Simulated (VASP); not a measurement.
SrO, 2 atoms in the cell. Symmetry: I4/mmm, No. 139, tetragonal system. Conventional cell: a = 3.684 Å, b = 3.684 Å, c = 5.002 Å, α = 90.00°, β = 90.00°, γ = 90.00°. Within 3.3 Å of Sr (site symmetry 4/mmm) lie 6 O at 2.50 to 2.61 Å. Within 3.3 Å of O (site symmetry 4/mmm) lie 6 Sr at 2.50 to 2.61 Å.  This cell differs from its parent crystal: ratio of the length along z to the lengths across it x 0.96, volume and fractional coordinates fixed.

```yaml
Program: VASP 6.6.1
Task: single point
Functional: r2SCAN
Potentials_or_basis: VASP PAW PBE potentials, release 64 (Sr_sv, O)
Cutoff: 520 eV
k_mesh: 8 × 8 × 8
Occupations: gaussian, width 0.05 eV
Spin: no spin polarisation
Dipole_correction: no
Further_INCAR_settings: ALGO = Normal; EDIFF = 1e-06; NBANDS = 15
```

Potentials or basis: VASP PAW PBE potentials, release 64 (Sr_sv, O).

Run with:

```sh
$ cat potpaw_PBE.64/Sr_sv/POTCAR potpaw_PBE.64/O/POTCAR > POTCAR
$ cp INCAR.step1 INCAR
$ mpirun -np 1 vasp_std > vasp.out
$ cp INCAR.step2 INCAR
$ mpirun -np 1 vasp_std > vasp.out
```

Hardware: 1 thread of Intel(R) Xeon(R) 6975P-C (Granite Rapids) (shared host).

Task: How long does it take, and how much memory?

Result: Wall time 83 s on 1 thread of Intel(R) Xeon(R) 6975P-C (Granite Rapids), on a shared host, peak memory 0.18 GiB. Counts: k points 59.
